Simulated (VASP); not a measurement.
# SrTiO3 (Pm-3m) in VASP: a series of runs

SrTiO3 is run at these levels: r2SCAN; tasks: single point, relaxation of cell and atoms.

Program: VASP 6.6.1. These are calculated values, not measurements. Logs are shortened: lines on timing, memory, paths and dates and some standing lists are left out, and cuts for length are marked.

### Step 1. The cell of the first run

It takes space group Pm-3m (No. 221, cubic). Conventional cell: a = 3.907 Å, b = 3.907 Å, c = 3.907 Å, α = 90.00°, β = 90.00°, γ = 90.00°. Within 3.6 Å of Sr (site symmetry m-3m) lie 12 O at 2.76 Å and 8 Ti at 3.38 Å. Within 2.6 Å of Ti (site symmetry m-3m) lie 6 O at 1.95 Å. O (site symmetry 4/mmm) has 2 Ti at 1.95 Å within 2.6 Å.

### Step 2. Single point, r2SCAN

Input file POSCAR:

```
SrTiO3
1.0
    3.9068462863      0.0000000000      0.0000000000
    0.0000000000      3.9068462863      0.0000000000
    0.0000000000      0.0000000000      3.9068462863
Sr Ti O
1 1 3
Direct
    0.5000000000      0.5000000000      0.5000000000
    0.0000000000      0.0000000000      0.0000000000
    0.5000000000      0.0000000000      0.0000000000
    0.0000000000      0.5000000000      0.0000000000
    0.0000000000      0.0000000000      0.5000000000
```

Input file INCAR.step1:

```
SYSTEM = SrTiO3
ALGO = Normal ; EDIFF = 1E-4
ENCUT = 520 ; GGA = PE
ISMEAR = -1 ; LASPH = .TRUE.
LCHARG = .FALSE. ; LREAL = .FALSE.
LWAVE = .TRUE. ; NBANDS = 28
NELM = 80 ; PREC = Accurate
SIGMA = 0.08
```

Input file INCAR.step2:

```
SYSTEM = SrTiO3
ALGO = Normal ; EDIFF = 1E-7
ENCUT = 520 ; ISIF = 2
ISMEAR = -1 ; ISTART = 1
LASPH = .TRUE. ; LCHARG = .FALSE.
LMIXTAU = .TRUE. ; LREAL = .FALSE.
LWAVE = .FALSE. ; METAGGA = R2SCAN
NBANDS = 28 ; NELM = 80
PREC = Accurate ; SIGMA = 0.08
```

Input file KPOINTS:

```
k-points
0
G
  8 8 8
  0 0 0
```

Potentials or basis: VASP PAW PBE potentials, release 64 (Sr_sv, Ti_sv, O).

On the command line:

```
$ cat potpaw_PBE.64/Sr_sv/POTCAR potpaw_PBE.64/Ti_sv/POTCAR potpaw_PBE.64/O/POTCAR > POTCAR
$ cp INCAR.step1 INCAR
$ mpirun -np 1 vasp_std > vasp.out
$ cp INCAR.step2 INCAR
$ mpirun -np 1 vasp_std > vasp.out
```

OUTCAR:

```text
SYSTEM = SrTiO3
   EDIFF = 1E-7
   ENCUT = 520
   ISIF = 2
   ISMEAR = -1
   ISTART = 1
   LASPH = .TRUE.
   LREAL = .FALSE.
   METAGGA = R2SCAN
   NELM = 80
   PREC = Accurate

 ion  position               nearest neighbor table
   1  0.500  0.500  0.500-   3 2.76   4 2.76   5 2.76   3 2.76   4 2.76   3 2.76   5 2.76   3 2.76
                             4 2.76   5 2.76   4 2.76   5 2.76   2 3.38   2 3.38   2 3.38   2 3.38
   2  0.000  0.000  0.000-   3 1.95   4 1.95   5 1.95   5 1.95   4 1.95   3 1.95   1 3.38   1 3.38
                             1 3.38   1 3.38   1 3.38   1 3.38   1 3.38   1 3.38
   3  0.500  0.000  0.000-   2 1.95   2 1.95   1 2.76   1 2.76   1 2.76   1 2.76
   4  0.000  0.500  0.000-   2 1.95   2 1.95   1 2.76   1 2.76   1 2.76   1 2.76
   5  0.000  0.000  0.500-   2 1.95   2 1.95   1 2.76   1 2.76   1 2.76   1 2.76

  LATTYP: Found a simple cubic cell.
 ALAT       =     3.9068462863

  Lattice vectors:

 A1 = (   3.9068462863,   0.0000000000,   0.0000000000)
 A2 = (   0.0000000000,   3.9068462863,   0.0000000000)
 A3 = (   0.0000000000,   0.0000000000,   3.9068462863)

Analysis of symmetry for initial positions (statically):
=====================================================================
 Subroutine PRICEL returns:
 Original cell was already a primitive cell.

 Routine SETGRP: Setting up the symmetry group for a
 simple cubic supercell.

 Subroutine GETGRP returns: Found 48 space group operations
 (whereof 48 operations were pure point group operations)
 out of a pool of 48 trial point group operations.

The static configuration has the point symmetry O_h .

Analysis of symmetry for dynamics (positions and initial velocities):
=====================================================================
 Subroutine PRICEL returns:
 Original cell was already a primitive cell.

 Routine SETGRP: Setting up the symmetry group for a
 simple cubic supercell.

 Subroutine GETGRP returns: Found 48 space group operations
 (whereof 48 operations were pure point group operations)
 out of a pool of 48 trial point group operations.

The dynamic configuration has the point symmetry O_h .

 Subroutine INISYM returns: Found 48 space group operations
 (whereof 48 operations are pure point group operations),
 and found     1 'primitive' translations

[... 99 lines left out ...]
   NELM   =     80;   NELMIN=  2; NELMDL=  0     # of ELM steps
   EDIFF  = 0.1E-06   stopping-criterion for ELM
   LREAL  =      F    real-space projection
   EDIFFG = 0.1E-05   stopping-criterion for IOM
   NSW    =      0    number of steps for IOM
   IBRION =     -1    ionic relax: 0-MD 1-quasi-New 2-CG
   NFREE  =      0    steps in history (QN), initial steepest desc. (CG)
   ISIF   =      2    stress and relaxation
   ISYM   =      2    0-nonsym 1-usesym 2-fastsym
   POTIM  = 0.5000    time-step for ionic-motion
   TEBEG  =    0.0;   TEEND  =   0.0 temperature during run
   PSTRESS=    0.0 pullay stress
   NELECT =      40.0000    total number of electrons
   NUPDOWN=      -1.0000    fix difference up-down
   EMIN   =  10.00;   EMAX   =-10.00  energy-range for DOS
   EFERMI =   0.00;   METHOD = LEGACY
   ISMEAR =    -1;   SIGMA  =   0.08  broadening in eV -4-tet -1-fermi 0-gaus
   EFERMI_NEDOS =   21; number of points for ismear=-14 and -15
   IALGO  =     38    algorithm
   IMIX   =      4    mixing-type and parameters
     AMIX     =   0.40;   BMIX     =  1.00
     AMIX_MAG =   1.60;   BMIX_MAG =  1.00
  volume/ion in A,a.u.               =      11.93        80.48
  Fermi-wavevector in a.u.,A,eV,Ry     =   1.433074  2.708116 27.942285  2.053700
  Thomas-Fermi vector in A             =   2.552632
   LORBIT       =      0    0 simple, 1 ext, 2 COOP (PROOUT), +10 PAW based schemes
   METAGGA = R2SCAN    functional components
   LHFCALC =     F    Hartree Fock is set to
   AEXX    =    0.0000 exact exchange contribution
   IVDW    =     0    specifies the selected vdW correction
   LEPSILON=     F    determine dielectric tensor
   LRPA    =     F    only Hartree local field effects (RPA)
 non-spin polarized calculation
  energy-cutoff  :      520.00
  volume of cell :       59.63
 maximum number of plane-waves:      1640
 NGX is ok and might be reduce to    30
   NGX = 15   NGY = 15   NGZ = 15

 number of electron      40.0000004 magnetization

 Free energy of the ion-electron system (eV)
  ---------------------------------------------------
  ext. energy  EPLUGINS =         0.00000000
  ---------------------------------------------------
  free energy    TOTEN  =       -63.32959533 eV

  energy without entropy =      -63.32959520  energy(sigma->0) =      -63.32959526

 E-fermi :   5.0051     XC(G=0): -11.9264

 val. band max:        3.8372094272   @ k =   0.5000   0.5000   0.5000
 cond. band min:       6.1108397326   @ k =   0.0000   0.0000   0.0000
 fundamental gap:      2.2736303054
 Fermi energy:         5.0050968349

 k-point     1 :       0.0000    0.0000    0.0000
  band No.  band energies     occupation
      1     -54.8413      2.00000
      2     -30.0376      2.00000
      3     -30.0376      2.00000
      4     -30.0376      2.00000
      5     -30.0371      2.00000
      6     -14.5758      2.00000
[... 733 lines left out ...]
     27      12.6982      0.00000
     28      13.2759      0.00000

 [... further k-points ...]

------------------------ aborting loop because EDIFF is reached ----------------------------------------

  FORCE on cell =-STRESS in cart. coord.  units (eV):
  Direction    XX          YY          ZZ          XY          YZ          ZX
  --------------------------------------------------------------------------------------
  -------------------------------------------------------------------------------------
  Total        0.3485046      0.3485046      0.3485046      0.0000000      0.0000000     -0.0000000
  in kB        9.3635404      9.3635404      9.3635404      0.0000000      0.0000000     -0.0000000
  external PRESSURE =       9.3635404 kB  Pullay stress =       0.0000000 kB

 VOLUME and BASIS-vectors are now :
 -----------------------------------------------------------------------------
  energy-cutoff  :      520.00
  volume of cell :       59.63
      direct lattice vectors                 reciprocal lattice vectors
     3.906846286  0.000000000  0.000000000     0.255960928  0.000000000  0.000000000
     0.000000000  3.906846286  0.000000000     0.000000000  0.255960928  0.000000000
     0.000000000  0.000000000  3.906846286     0.000000000  0.000000000  0.255960928

 POSITION                                       TOTAL-FORCE (eV/Angst)
 -----------------------------------------------------------------------------------
      1.95342      1.95342      1.95342         0.000000      0.000000      0.000000
      0.00000      0.00000      0.00000         0.000000      0.000000      0.000000
      1.95342      0.00000      0.00000         0.000000      0.000000      0.000000
      0.00000      1.95342      0.00000         0.000000      0.000000      0.000000
      0.00000      0.00000      1.95342         0.000000      0.000000      0.000000
 -----------------------------------------------------------------------------------
    total drift:                                0.000000     -0.000000      0.000000

  FREE ENERGIE OF THE ION-ELECTRON SYSTEM (eV)
  ---------------------------------------------------
  free  energy   TOTEN  =       -63.3295953253 eV

  energy  without entropy=      -63.3295952028  energy(sigma->0) =      -63.32959526
```

Wall time 2.5 min (1 thread of Intel Xeon 6975P-C (Granite Rapids), shared host); peak memory 0.21 GiB.

What came out:

```
Free energy            : -63.3296 eV
Pressure               : 0.9 GPa
Band gap on the k mesh : 2.27 eV (least direct gap 2.66 eV)
```

Caveat: the PAW data sets were made with another functional, which shifts forces and pressure a little.

### Step 3. Relaxation of cell and atoms, r2SCAN

Edit POSCAR of step 2 so:

```diff
@@ -2,5 +2,5 @@
 1.0
-    3.9068462863      0.0000000000      0.0000000000
-    0.0000000000      3.9068462863      0.0000000000
-    0.0000000000      0.0000000000      3.9068462863
+    3.9052800000      0.0000000000      0.0000000000
+    0.0000000000      3.9052800000      0.0000000000
+    0.0000000000      0.0000000000      3.9052800000
 Sr Ti O
```

Input file INCAR.step1:

```
SYSTEM = SrTiO3
  PREC = Accurate
  ENCUT = 600
  ISMEAR = -1
  SIGMA = 0.08
  LREAL = .FALSE.
  LASPH = .TRUE.
  NELM = 60
  GGA = PE
  ALGO = Normal
  EDIFF = 1E-4
  LWAVE = .TRUE.
  LCHARG = .FALSE.
```

Input file INCAR.step2:

```
SYSTEM = SrTiO3
  PREC = Accurate
  ENCUT = 600
  EDIFF = 1E-7
  ISMEAR = -1
  SIGMA = 0.08
  LREAL = .FALSE.
  LASPH = .TRUE.
  NELM = 60
  ALGO = Normal
  ISIF = 3
  LWAVE = .FALSE.
  LCHARG = .FALSE.
  METAGGA = R2SCAN
  LMIXTAU = .TRUE.
  IBRION = 2
  NSW = 100
  EDIFFG = -0.002
  ISTART = 1
```

Input file KPOINTS:

```
regular mesh
0
G
  8 8 8
  0 0 0
```

Potentials or basis: VASP PAW PBE potentials, release 64 (Sr_sv, Ti_sv, O).

On the command line:

```
$ cat potpaw_PBE.64/Sr_sv/POTCAR potpaw_PBE.64/Ti_sv/POTCAR potpaw_PBE.64/O/POTCAR > POTCAR
$ cp INCAR.step1 INCAR
$ mpirun -np 1 vasp_std > vasp.out
$ cp INCAR.step2 INCAR
$ mpirun -np 1 vasp_std > vasp.out
```

OUTCAR:

```text
SYSTEM = SrTiO3
   PREC = Accurate
   ENCUT = 600
   EDIFF = 1E-7
   ISMEAR = -1
   LREAL = .FALSE.
   LASPH = .TRUE.
   NELM = 60
   ISIF = 3
   METAGGA = R2SCAN
   IBRION = 2
   NSW = 100
   EDIFFG = -0.002
   ISTART = 1

 ion  position               nearest neighbor table
   1  0.500  0.500  0.500-   3 2.76   4 2.76   5 2.76   3 2.76   4 2.76   3 2.76   5 2.76   3 2.76
                             4 2.76   5 2.76   4 2.76   5 2.76   2 3.38   2 3.38   2 3.38   2 3.38
   2  0.000  0.000  0.000-   3 1.95   4 1.95   5 1.95   5 1.95   4 1.95   3 1.95   1 3.38   1 3.38
                             1 3.38   1 3.38   1 3.38   1 3.38   1 3.38   1 3.38
   3  0.500  0.000  0.000-   2 1.95   2 1.95   1 2.76   1 2.76   1 2.76   1 2.76
   4  0.000  0.500  0.000-   2 1.95   2 1.95   1 2.76   1 2.76   1 2.76   1 2.76
   5  0.000  0.000  0.500-   2 1.95   2 1.95   1 2.76   1 2.76   1 2.76   1 2.76

  LATTYP: Found a simple cubic cell.
[... 274 lines left out ...]

  energy without entropy =      -63.33833698  energy(sigma->0) =      -63.33833704

 E-fermi :   4.9656     XC(G=0): -11.9019

 val. band max:        3.8016679816   @ k =   0.5000   0.5000   0.5000
 cond. band min:       6.0674276326   @ k =   0.0000   0.0000   0.0000
 fundamental gap:      2.2657596510
 Fermi energy:         4.9655619522

 k-point     1 :       0.0000    0.0000    0.0000
  band No.  band energies     occupation
      1     -54.8952      2.00000
      2     -30.0886      2.00000
      3     -30.0886      2.00000
      4     -30.0886      2.00000
      5     -30.0837      2.00000
      6     -14.5965      2.00000
[... 637 lines left out ...]
     23       8.3470      0.00000
     24       9.8788      0.00000

 [... further k-points ...]

------------------------ aborting loop because EDIFF is reached ----------------------------------------

  FORCE on cell =-STRESS in cart. coord.  units (eV):
  Direction    XX          YY          ZZ          XY          YZ          ZX
  --------------------------------------------------------------------------------------
  -------------------------------------------------------------------------------------
  Total        0.0037207      0.0037207      0.0037207      0.0000000      0.0000000      0.0000000
  in kB        0.0995579      0.0995579      0.0995579      0.0000000      0.0000000      0.0000000
  external PRESSURE =       0.0995579 kB  Pullay stress =       0.0000000 kB
[... 20 lines left out ...]
  FREE ENERGIE OF THE ION-ELECTRON SYSTEM (eV)
  ---------------------------------------------------
  free  energy   TOTEN  =       -63.3383371084 eV

  energy  without entropy=      -63.3383369789  energy(sigma->0) =      -63.33833704

 reached required accuracy - stopping structural energy minimisation
```

Run time: 3.2 min. Hardware: 1 thread of Intel Xeon 6975P-C (Granite Rapids), shared host; peak memory 0.23 GiB.

Results:

```yaml
Free_energy: -63.3383 eV
Relaxed_volume: 11.98 Å³/atom
Relaxed_cell: a = 3.912 Å, b = 3.912 Å, c = 3.912 Å, α = 90.00°, β = 90.00°, γ = 90.00°
Space_group_after_relaxing_to_0.1_Å: Pm-3m (No. 221)
Energy_gained_by_relaxing: 0.2 meV/atom
Ionic_steps: 3
Pressure_after_relaxing: 0.0 GPa
Band_gap_on_the_k_mesh: 2.27 eV (least direct gap 2.65 eV)
```

The path:
| step | energy change (eV) | largest force (eV/Å) | pressure (GPa) | volume (Å³) |
| --- | --- | --- | --- | --- |
| 1 | 0.0000 | 0.0000 | 1.02 | 59.56 |
| 2 | 0.0001 | 0.0000 | -1.04 | 60.22 |
| 3 | -0.0010 | 0.0000 | 0.01 | 59.88 |

Final structure:
```
Sr Ti O
1.0
     3.91220    0.00000    0.00000
     0.00000    3.91220    0.00000
     0.00000    0.00000    3.91220
Sr Ti O
1 1 3
Direct
  0.50000 0.50000 0.50000
  0.00000 0.00000 0.00000
  0.50000 0.00000 0.00000
  0.00000 0.50000 0.00000
  0.00000 0.00000 0.50000
```

Levels at points of the mesh, in eV from the valence-band top:
| k point | band 17 | band 18 | band 19 | band 20 | band 21 | band 22 | band 23 | band 24 |
| --- | --- | --- | --- | --- | --- | --- | --- | --- |
| (0.00, 0.00, 0.00) | -1.20 | -0.39 | -0.39 | -0.39 | 2.27 | 2.27 | 2.27 | 4.56 |
| (0.50, 0.00, 0.00) | -2.35 | -1.99 | -0.77 | -0.77 | 2.43 | 4.15 | 4.15 | 4.57 |
| (0.50, 0.50, 0.00) | -1.80 | -1.60 | -1.60 | -0.09 | 4.16 | 4.16 | 4.64 | 5.60 |
| (0.50, 0.50, 0.50) | -3.78 | 0.00 | 0.00 | 0.00 | 4.85 | 4.85 | 4.85 | 7.61 |

Caveat: the PAW data sets were made with another functional, which shifts forces and pressure a little. Zero-point motion and thermal expansion aren't in these numbers.
